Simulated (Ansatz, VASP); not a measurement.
**MgSnN in VASP and in Ansatz**

```
Mg Sn N
1.0
     3.12584    0.00000    0.00000
     0.00000    3.12759    0.00000
     0.00000    0.00000    4.76429
Mg Sn N
1 1 1
Cartesian
  0.0000 0.0000 0.0000
  1.5629 1.5638 2.3821
  1.5629 1.5638 0.0000
```

Change from the starting cell: species swapped into the TmCoC type (Pmmm, No. 47).

Alike in both runs: functional PBE; k mesh 6 × 6 × 4; occupations gaussian, width 0.1 eV; no spin polarisation.

Ansatz relaxed the structure, and its values are those at the end. VASP's run is a single point on that final structure, the one shown.

```csv
,VASP,Ansatz
version,VASP 6.6.1,Ansatz 0.2.0
potentials or method,"VASP PAW PBE potentials, release 64 (Mg_sv, Sn_d, N), cutoff 840 eV","scalar-relativistic, plane waves, PAW"
valence electrons in the cell,29,29
```

|  | VASP | Ansatz | Ansatz less VASP |
| --- | --- | --- | --- |
| gap on the k mesh at the Fermi level (eV) | none | none | - |
| pressure (GPa) | 0.0 | 0.0 | +0.04 |

A gap of «none» marks a metal or a gap that the smearing closes. With one functional, cell and mesh, what is left measures potentials, basis and numerics.
